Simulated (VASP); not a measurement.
The system is Ge2Sb2Se.

```
Ge Sb Se
1.0
     4.02155    0.00000    0.00000
    -2.01078    3.48277    0.00000
     0.00000    0.00000    9.81942
Ge Sb Se
2 2 1
Direct
  0.33333 0.66667 0.34534
  0.66667 0.33333 0.65466
  0.33333 0.66667 0.84441
  0.66667 0.33333 0.15559
  0.00000 0.00000 0.50000
```

The cell was built from a structure type or drawn by symmetry, and may not be a known phase.

| Item | Value |
| --- | --- |
| Program | VASP 6.6.1 |
| Task | relaxation of cell and atoms |
| Functional | PBE |
| Potentials or basis | VASP PAW PBE potentials, release 64 (Ge_d, Sb, Se) |
| Cutoff | 600 eV |
| k mesh | 6 × 6 × 2 |
| Occupations | gaussian, width 0.1 eV |
| Spin | no spin polarisation |

At the start: pressure -3.5 GPa; volume 27.51 Å³/atom.

Q: How do energy, volume and symmetry change on relaxing?

A: Over 20 steps the energy falls by 112.7 meV/atom and the volume is 24.60 Å³/atom (-10.6 %); space group P-3m1 (No. 164, to 0.1 Å) before and after.

Step by step:
| step | energy change (eV) | largest force (eV/Å) | pressure (GPa) | volume (Å³) |
| --- | --- | --- | --- | --- |
| 1 | 0.0000 | 1.0314 | -3.54 | 137.53 |
| 2 | -0.2870 | 0.9420 | 0.37 | 125.76 |
| 3 | -0.3070 | 0.8415 | 2.07 | 122.19 |
| 4 | -0.4895 | 0.3323 | 1.66 | 122.37 |
| 5 | -0.5287 | 0.3351 | 1.47 | 122.40 |
| 6 | -0.5301 | 0.3348 | 1.45 | 122.39 |
| 7 | -0.5386 | 0.0752 | -1.14 | 127.22 |
| 8 | -0.5472 | 0.1010 | -0.16 | 125.16 |
| 9 | -0.5472 | 0.1052 | -0.03 | 125.10 |
| 10 | -0.5483 | 0.0938 | -0.07 | 124.85 |
| 11 | -0.5506 | 0.0691 | 0.05 | 124.08 |
| 12 | -0.5511 | 0.1484 | 0.35 | 122.56 |
| 13 | -0.5515 | 0.1490 | 0.47 | 122.54 |
| 14 | -0.5526 | 0.1580 | 0.50 | 122.46 |
| 15 | -0.5544 | 0.1774 | 0.39 | 122.29 |
| 16 | -0.5556 | 0.2097 | 0.28 | 121.97 |
| 17 | -0.5581 | 0.1775 | 0.20 | 122.29 |
| 18 | -0.5620 | 0.0876 | -0.21 | 123.25 |
| 19 | -0.5621 | 0.0666 | -0.32 | 123.50 |
| 20 | -0.5633 | 0.0265 | -0.12 | 123.01 |

Final structure:
```
Ge Sb Se
1.0
     3.74957    0.00000    0.00000
    -1.87479    3.24723    0.00000
     0.00000    0.00000   10.10326
Ge Sb Se
2 2 1
Direct
  0.33333 0.66667 0.32387
  0.66667 0.33333 0.67613
  0.33333 0.66667 0.85794
  0.66667 0.33333 0.14206
  0.00000 0.00000 0.50000
```

Caveat: this functional lacks dispersion, which binds the layers, so the pressure and a relaxed spacing across them are unreliable.
